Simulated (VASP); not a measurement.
## Pd: single point with LDA

Crystal: Pd.

```
Pd
1.0
     2.76256    0.00000    0.00000
    -1.38128    2.39245    0.00000
     0.00000    0.00000    9.11839
Pd
4
Cartesian
  0.0000 0.0000 0.0000
  0.0000 1.5950 2.2796
  0.0000 0.0000 4.5592
  1.3813 0.7975 6.8388
```

```json
{
  "Program": "VASP 6.6.1",
  "Task": "single point",
  "Functional": "LDA",
  "Potentials or basis": "VASP PAW LDA potentials, release 64 (Pd)",
  "Cutoff": "500 eV",
  "k mesh": "11 × 11 × 3",
  "Occupations": "fermi-dirac, width 0.1 eV",
  "Spin": "no spin polarisation"
}
```

```
Pressure               : -11.0 GPa
Band gap on the k mesh : zero (band 20 reaches 9.43 eV, above the bottom of band 21 at 8.55 eV)
```

Stress tensor (GPa, compression positive):
```
-10.76   0.00   0.00
  0.00 -10.76   0.00
  0.00   0.00 -11.38
```

Levels at points of the mesh, in eV from the Fermi level:
| k point | band 17 | band 18 | band 19 | band 20 | band 21 | band 22 | band 23 | band 24 |
| --- | --- | --- | --- | --- | --- | --- | --- | --- |
| (0.00, 0.00, 0.00) | -1.50 | -1.05 | -1.05 | -0.71 | -0.71 | -0.15 | -0.15 | 0.87 |

Run time: 37 s on 1 thread of Intel(R) Xeon(R) Platinum 8488C (Sapphire Rapids) (shared host), peak memory 0.17 GiB.
